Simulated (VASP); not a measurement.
Runs of VASP 6.6.1 on KF. The structure is that of space group Pm-3m (No. 221), or close to it. The cells are those of the table. 

```csv
level,cell,k mesh,gap on the mesh (eV),pressure (GPa)
PBE,"a = 3.192 Å, 2 atoms",6 × 6 × 6,6.70,2.4
r2SCAN,"a = 3.210 Å, 2 atoms",6 × 6 × 6,7.49,-1.2
r2SCAN,"a = 3.147 Å, 2 atoms",6 × 6 × 6,7.98,1.4
r2SCAN,"a = 3.241 Å, 2 atoms",6 × 6 × 6,7.27,-2.2
PBE,"a = 3.179 Å, 2 atoms",8 × 8 × 8,6.80,3.0
r2SCAN,"a = 3.114 Å, 2 atoms",6 × 6 × 6,8.26,(a)
PBE,"a = 3.226 Å, 2 atoms",6 × 6 × 6,6.47,1.1
PBE,"a = 3.323 Å, 2 atoms",6 × 6 × 6,5.88,-1.7
r2SCAN,"a = 3.179 Å, 2 atoms",6 × 6 × 6,(b),0.0
PBE,"a = 3.259 Å, 2 atoms",6 × 6 × 6,6.26,0.0
PBE,"a = 3.291 Å, 2 atoms",6 × 6 × 6,6.06,-0.9
```

Alike in all rows: task single point; potentials or basis VASP PAW PBE potentials, release 64 (K_sv, F); no spin polarisation; cutoff (eV) 520; smearing gaussian 0.01 eV.

**Question.** Fill in the values left out.

**Answer.** (a) 3.1; (b) 7.73.

Caveats: the PAW data sets were made with another functional, which shifts forces and pressure a little (some runs).

A k mesh can miss the band edges.
